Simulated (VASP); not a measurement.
Here is a VASP 6.6.1 calculation.

The input INCAR:

```
SYSTEM = Sn2PbO3
PREC = Accurate
ENCUT = 600
EDIFF = 1E-6
ISMEAR = 0
SIGMA = 0.1
LREAL = .FALSE.
LASPH = .TRUE.
NELM = 120
ALGO = Normal
ISIF = 2
LWAVE = .FALSE.
LCHARG = .FALSE.
GGA = PE
NBANDS = 72
GGA_COMPAT = .FALSE.
```

The input KPOINTS:

```
Automatic mesh
0
G
  4 4 1
  0 0 0
```

The input POSCAR:

```
Sn2PbO3
1.0
    3.9525778750     -0.0004109513     -0.0019673619
   -0.0006488338      3.8966241905     -0.0019897910
   -0.0080458472     -0.0077432853     15.9412132210
Sn Pb O
4 2 6
Direct
    0.5014088888     -0.0001404174      0.5856125286
    0.0018689396      0.5003376567      0.7288576900
   -0.0013967008      0.4998945631      0.4144336929
    0.4981833313     -0.0006520891      0.2711853967
    0.4997349254      0.0000280017      0.9222735599
    0.0002246265      0.5006061135      0.0776335720
    0.5015974427      0.5001108771      0.6580669765
    1.0015946859      0.0000891119      0.6565052762
    0.4999181836      0.5003168745      0.0009746817
    0.0000554580      0.0002381339     -0.0010588094
    0.9983971534     -0.0004589622      0.3419708618
    0.4984130658      0.4996301362      0.3435445732
```

Potentials or basis: VASP PAW PBE potentials, release 64 (Sn_d, Pb_d, O).

Run with:

```sh
$ cat potpaw_PBE.64/Sn_d/POTCAR potpaw_PBE.64/Pb_d/POTCAR potpaw_PBE.64/O/POTCAR > POTCAR
$ mpirun -np 1 vasp_std > vasp.out
```

Task: Predict the largest force.

Result: 0.068 eV/Å.

Task: What does it give for the band gap on the k mesh?

Result: 0.98 eV (least direct gap 1.62 eV).

Task: What does it give for the pressure?

Result: 0.1 GPa.

Forces on the atoms (eV/Å):
```
Sn  -0.002 -0.001 -0.068
Sn   0.000  0.001  0.067
Sn   0.002  0.000  0.068
Sn   0.000  0.000 -0.068
Pb   0.000 -0.001 -0.040
Pb   0.000 -0.001  0.042
O   -0.001  0.001  0.007
O   -0.001  0.000 -0.006
O    0.001  0.000 -0.001
O   -0.001  0.001 -0.001
O    0.001  0.001 -0.006
O    0.001  0.000  0.006
```

Caveat: spin-orbit coupling is left out, which moves the levels of the heavy elements. A k mesh can miss the band edges.
